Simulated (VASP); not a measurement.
Runs of VASP 6.6.1 on TiAl. The structure is that of space group Pm-3m (No. 221), or close to it. The cells are those of the table. 

```tsv
cell	gap on the mesh (eV)	pressure (GPa)
a = 3.251 Å, 2 atoms	none	-8.7
a = 3.062 Å, 2 atoms	none	(a)
a = 3.062, b = 3.062, c = 3.156 Å, 2 atoms	none	8.2
a = 3.109, b = 3.109, c = 3.062 Å, 2 atoms	none	8.2
a = 3.062, b = 3.062, c = 3.109 Å, 2 atoms	none	10.6
```

Alike in all rows: task single point; level PBEsol; potentials or basis VASP PAW PBE potentials, release 64 (Ti_sv, Al); no spin polarisation; k mesh 20 × 20 × 20; cutoff (eV) 520; smearing gaussian 0.15 eV.

Problem. Fill in the values left out.

Solution. (a) 12.9.

Caveats: the PAW data sets were made with another functional, which shifts forces and pressure a little; the cell stands under pressure (at least some runs); the cell stands under tension (at least some runs).

A gap of «none» marks levels without a gap at the run's occupations.
